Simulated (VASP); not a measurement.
BaTiO3: relaxation of cell and atoms with PBE

BaTiO3:

```xyz
5
Lattice="3.9998 0.0000 0.0000 0.0000 3.9998 0.0000 0.0000 0.0000 4.0180" Properties=species:S:1:pos:R:3 pbc="T T T"
Ba    0.0000    0.0000    0.0000
Ti    1.9999    1.9999    1.9688
O     1.9999    1.9999    0.0763
O     1.9999    0.0000    2.0773
O     0.0000    1.9999    2.0773
```

```
Program                : VASP 6.6.1
Task                   : relaxation of cell and atoms
Functional             : PBE
Potentials or basis    : VASP PAW PBE potentials, release 64 (Ba_sv, Ti_sv, O)
Cutoff                 : 600 eV
k mesh                 : 4 × 4 × 4
Occupations            : gaussian, width 0.01 eV
Spin                   : no spin polarisation
Dipole correction      : no
Further INCAR settings : ALGO = Normal; EDIFF = 1e-07; IBRION = 2; EDIFFG = -0.005; NSW = 80; ISIF = 3
```

| Quantity | Value |
| --- | --- |
| Relaxed volume | 13.52 Å³/atom |
| Relaxed cell | a = 3.993 Å, b = 3.993 Å, c = 4.239 Å, α = 90.00°, β = 90.00°, γ = 90.00° |
| Space group after relaxing (to 0.05 Å) | P4mm (No. 99) |
| Energy gained by relaxing | 12.9 meV/atom |
| Ionic steps | 20 |
| Pressure after relaxing | 0.0 GPa |
| Largest force after relaxing | 0.004 eV/Å |
| Band gap on the k mesh | 1.77 eV, indirect (least direct gap 2.36 eV) |

Forces on the atoms (eV/Å):
```
Ba   0.000  0.000 -0.004
Ti   0.000  0.000  0.002
O    0.000  0.000  0.002
O    0.000  0.000  0.000
O    0.000  0.000  0.000
```

Step by step:
| step | energy change (eV) | largest force (eV/Å) | pressure (GPa) | volume (Å³) |
| --- | --- | --- | --- | --- |
| 1 | 0.0000 | 0.3087 | 4.06 | 64.28 |
| 2 | -0.0166 | 0.4906 | -3.09 | 67.36 |
| 3 | -0.0259 | 0.4134 | -0.56 | 66.18 |
| 4 | -0.0388 | 0.2464 | -0.26 | 66.32 |
| 5 | -0.0459 | 0.1220 | 0.38 | 66.50 |
| 6 | -0.0542 | 0.1327 | 0.06 | 66.88 |
| 7 | -0.0590 | 0.1947 | -0.28 | 67.58 |
| 8 | -0.0620 | 0.1272 | 0.07 | 67.34 |
| 9 | -0.0624 | 0.0938 | 0.25 | 67.23 |
| 10 | -0.0642 | 0.0330 | 0.20 | 67.31 |
| 11 | -0.0643 | 0.0224 | 0.19 | 67.33 |
| 12 | -0.0643 | 0.0545 | -0.26 | 67.53 |
| 13 | -0.0644 | 0.0307 | -0.04 | 67.43 |
| 14 | -0.0645 | 0.0141 | -0.02 | 67.46 |
| 15 | -0.0645 | 0.0145 | 0.01 | 67.49 |
| 16 | -0.0646 | 0.0150 | 0.00 | 67.52 |
| 17 | -0.0646 | 0.0153 | -0.01 | 67.54 |
| 18 | -0.0646 | 0.0270 | 0.06 | 67.55 |
| 19 | -0.0646 | 0.0057 | 0.02 | 67.55 |
| 20 | -0.0646 | 0.0040 | -0.04 | 67.58 |

Final structure:
```
CELL_PARAMETERS angstrom
3.99286 0.00000 0.00000
0.00000 3.99286 0.00000
0.00000 0.00000 4.23865
ATOMIC_POSITIONS crystal
Ba 0.00000 0.00000 0.98939
Ti 0.50000 0.50000 0.47046
O 0.50000 0.50000 0.04280
O 0.50000 0.00000 0.52018
O 0.00000 0.50000 0.52018
```

Levels at points of the mesh, in eV from the valence-band top:
```tsv
k point	band 17	band 18	band 19	band 20	band 21	band 22	band 23	band 24
(0.00, 0.00, 0.00)	-1.34	-1.01	-0.59	-0.59	1.77	2.44	2.44	3.95
(0.50, 0.00, 0.00)	-1.98	-1.72	-1.65	-1.40	2.51	3.37	3.48	4.02
(0.50, 0.50, 0.00)	-2.08	-1.19	-1.19	-0.06	3.52	3.52	3.85	3.97
(0.00, 0.00, 0.50)	-2.08	-1.98	-0.75	-0.75	1.88	3.37	3.37	3.95
(0.50, 0.00, 0.50)	-1.88	-1.22	-1.12	-0.57	3.39	3.42	3.63	4.70
(0.50, 0.50, 0.50)	-2.66	-0.51	-0.51	0.00	3.87	3.87	4.00	5.82
```

Wall time 4.2 min on 1 thread of AMD EPYC 9R45 96-Core Processor (Zen 5), with other jobs on the host, peak memory 0.18 GiB.

Caveat: spin-orbit coupling is left out, which moves the levels of the heavy elements. A hybrid or GW would open this gap; PBE tends to underestimate it.
